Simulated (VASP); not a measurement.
The system is ZnS.

```xyz
4
Lattice="3.8110 0.0000 0.0000 -1.9055 3.3004 0.0000 0.0000 0.0000 6.2340" Properties=species:S:1:pos:R:3 pbc="T T T"
Zn    0.0000    2.2003    0.0000
Zn    1.9055    1.1001    3.1170
S     0.0000    2.2003    2.4001
S     1.9055    1.1001    5.5171
```

* Program: VASP 6.6.1
* Task: relaxation of the atoms
* Functional: PBE
* Potentials or basis: VASP PAW PBE potentials, release 64 (Zn, S)
* Cutoff: 520 eV
* k mesh: 8 × 8 × 5
* Occupations: fermi-dirac, width 0.02 eV
* Spin: no spin polarisation

At the start: pressure 2.5 GPa; volume 19.60 Å³/atom.

Problem. Where does the relaxation end?

Solution. Over 3 steps the energy falls by 5.4 meV/atom; space group P6_3mc (No. 186, to 0.1 Å) before and after.

The path:
```csv
step,energy change (eV),largest force (eV/Å),pressure (GPa)
1,0.0000,0.3226,2.50
2,-0.0157,0.1773,2.38
3,-0.0216,0.0047,2.33
```

Final structure:
```cif
data_structure
_symmetry_space_group_name_H-M 'P 1'
_symmetry_Int_Tables_number 1
_cell_length_a 3.8110
_cell_length_b 3.8110
_cell_length_c 6.2340
_cell_angle_alpha 90.000
_cell_angle_beta 90.000
_cell_angle_gamma 120.000
_cell_volume 78.41
loop_
_atom_site_label
_atom_site_type_symbol
_atom_site_fract_x
_atom_site_fract_y
_atom_site_fract_z
_atom_site_occupancy
Zn1 Zn 0.33333 0.66667 0.00516 1
Zn2 Zn 0.66667 0.33333 0.50516 1
S1 S 0.33333 0.66667 0.37984 1
S2 S 0.66667 0.33333 0.87984 1
```
